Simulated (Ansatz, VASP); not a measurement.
## Two plane-wave programs on AlP

```
CELL_PARAMETERS angstrom
0.00000 2.75350 2.75350
2.75350 0.00000 2.75350
2.75350 2.75350 0.00000
ATOMIC_POSITIONS crystal
Al 0.00000 0.00000 0.00000
P 0.25000 0.25000 0.25000
```

Alike in both runs: task single point; functional PBE; k mesh 8 × 8 × 8; occupations gaussian, width 0.02 eV; no spin polarisation.

```csv
,VASP,Ansatz
version,VASP 6.6.1,Ansatz 0.2.0
potentials or method,"VASP PAW PBE potentials, release 64 (Al, P), cutoff 500 eV","scalar-relativistic, plane waves, PAW"
valence electrons in the cell,8,8
```

```csv
,VASP,Ansatz,Ansatz less VASP
gap on the k mesh at the Fermi level (eV),1.63,1.63,+0.002
least direct gap on the mesh (eV),3.09,3.09,+0.003
pressure (GPa),-0.1,0.0,+0.07
```

With one functional, cell and mesh, what is left measures potentials, basis and numerics.
